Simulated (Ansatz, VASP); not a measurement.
**ZnO in VASP and in Ansatz**

Contents of INCAR:

```
SYSTEM = ZnO
ALGO = Normal ; EDIFF = 1E-8
ENCUT = 520 ; GGA = CA
ISIF = 2 ; ISMEAR = -1
LASPH = .TRUE. ; LCHARG = .FALSE.
LEFG = .TRUE. ; LREAL = .FALSE.
LWAVE = .FALSE. ; NBANDS = 26
NELM = 80 ; PREC = Accurate
SIGMA = 0.01
```

KPOINTS

```
k-points
0
G
  8 8 5
  0 0 0
```

Contents of POSCAR:

```
ZnO
1.0
    3.2601941478      0.0000000000      0.0000000000
   -1.6300970738      2.8234109532      0.0000000000
    0.0000000000      0.0000000000      5.2210884991
Zn O
2 2
Direct
    0.3333333333      0.6666666667      0.0000000000
    0.6666666667      0.3333333333      0.5000000000
    0.3333333333      0.6666666667      0.3821000000
    0.6666666667      0.3333333333      0.8821000000
```

Input for Ansatz:

```yaml
crystal:
  lattice:
    - [3.2601941478, 0.0, 0.0]
    - [-1.6300970738, 2.8234109532, 0.0]
    - [0.0, 0.0, 5.2210884991]
  atoms:
    - { symbol: Zn, position: [0.3333333333, 0.6666666667, 0.0] }
    - { symbol: Zn, position: [0.6666666667, 0.3333333333, 0.5] }
    - { symbol: O, position: [0.3333333333, 0.6666666667, 0.3821] }
    - { symbol: O, position: [0.6666666667, 0.3333333333, 0.8821] }
kpoints:
  mp_grid: { grid: [8, 8, 5] }
scf:
  occupations: { method: fermi_dirac, width: 0.01 }
hamiltonian:
  xc: lda
  pseudopotentials: { kind: all_electron, datasets: crystal }
output:
  forces: true
  stress: true
  eigenvalues: true
  efg: { contact_densities: true }
```

Change from the starting cell: volume scaled by 1.01, crystal datasets.

Alike in both runs: task electric field gradients; functional LDA; k mesh 8 × 8 × 5; occupations fermi-dirac, width 0.01 eV; no spin polarisation.

|  | VASP | Ansatz |
| --- | --- | --- |
| version | VASP 6.6.1 | Ansatz 0.2.0 |
| potentials or method | VASP PAW LDA potentials, release 64 (Zn, O), cutoff 520 eV | all-electron PAW with datasets made for the crystal, scalar-relativistic |

Ansatz gave:

```
gap on the k mesh at the Fermi level (eV)                     : 0.73
pressure (GPa)                                                : -8.3
traceless stress, the component that is largest in VASP (GPa) : 0.44
rms of the force components (eV/Å)                            : 0.023
size of Vzz on the site where it differs most (V/Å²)          : 7.1
```

Question: Estimate VASP's values.

Answer: gap on the k mesh at the Fermi level (eV): 0.73; pressure (GPa): -7.3; traceless stress, the component that is largest in VASP (GPa): 0.43; rms of the force components (eV/Å): 0.023; size of Vzz on the site where it differs most (V/Å²): 7.7.

LDA's correlation is that of Perdew and Zunger in VASP and of Perdew and Wang (1992) in Ansatz. Atom by atom the forces differ by 0.000 eV/Å (rms over components). Ansatz ran all-electron here, and VASP with PAW potentials.
